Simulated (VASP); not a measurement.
Crystal: Sr2FeCl.

```
Fe Cl Sr
1.0
     1.95677    3.38922    0.00000
    -1.95677    3.38922    0.00000
     0.00000   -2.25948    7.01058
Fe Cl Sr
1 1 2
Direct
  0.50000 0.50000 0.50000
  0.00000 0.00000 0.00000
  0.23080 0.23080 0.69240
  0.76920 0.76920 0.30760
```

| Property | Result |
| --- | --- |
| Program | VASP 6.6.1 |
| Task | relaxation of cell and atoms |
| Functional | PBE |
| Potentials or basis | VASP PAW PBE potentials, release 64 (Fe, Cl, Sr_sv) |
| Cutoff | 600 eV |
| k mesh | 8 × 8 × 8 |
| Occupations | fermi-dirac, width 0.1 eV |
| Spin | no spin polarisation |

At the start: pressure 14.6 GPa; volume 23.25 Å³/atom.

Problem. How do energy, volume and symmetry change on relaxing?

Solution. Over 13 steps the energy falls by 439.9 meV/atom and the volume is 28.63 Å³/atom (+23.1 %); space group R-3m (No. 166, to 0.05 Å).

The path:
```
step  energy change (eV)  largest force (eV/Å)  pressure (GPa)  volume (Å³)
   1              0.0000                3.0590           14.59        92.99
   2             -1.5762                0.6179           -0.74       124.48
   3             -1.5763                0.6047           -0.81       124.75
   4             -1.6395                0.4721           -0.67       122.68
   5             -1.7383                0.1247           -0.25       117.53
   6             -1.6271                0.7269            1.53       107.14
   7             -1.7529                0.0730            0.00       115.12
   8             -1.7531                0.0966            0.05       114.80
   9             -1.7575                0.0619           -0.04       114.90
  10             -1.7593                0.0199           -0.12       114.99
  11             -1.7593                0.0217           -0.12       114.99
  12             -1.7594                0.0059            0.08       114.23
  13             -1.7595                0.0045            0.01       114.51
```

Final structure:
```xyz
4
Lattice="2.0079 3.4778 0.0000 -2.0079 3.4778 0.0000 0.0000 -2.3185 8.1991" Properties=species:S:1:pos:R:3 pbc="T T T"
Fe    0.0000    2.3185    4.0996
Cl    0.0000    0.0000    0.0000
Sr    0.0000    0.0000    6.0014
Sr    0.0000    4.6371    2.1977
```

Caveat: the volume moved by over 15 % at a fixed basis, so the end points are rough; an odd number of electrons without spin polarisation forces a metal; a magnetic or distorted state may lie lower; the run has no spin polarisation, though such a crystal can be magnetic.
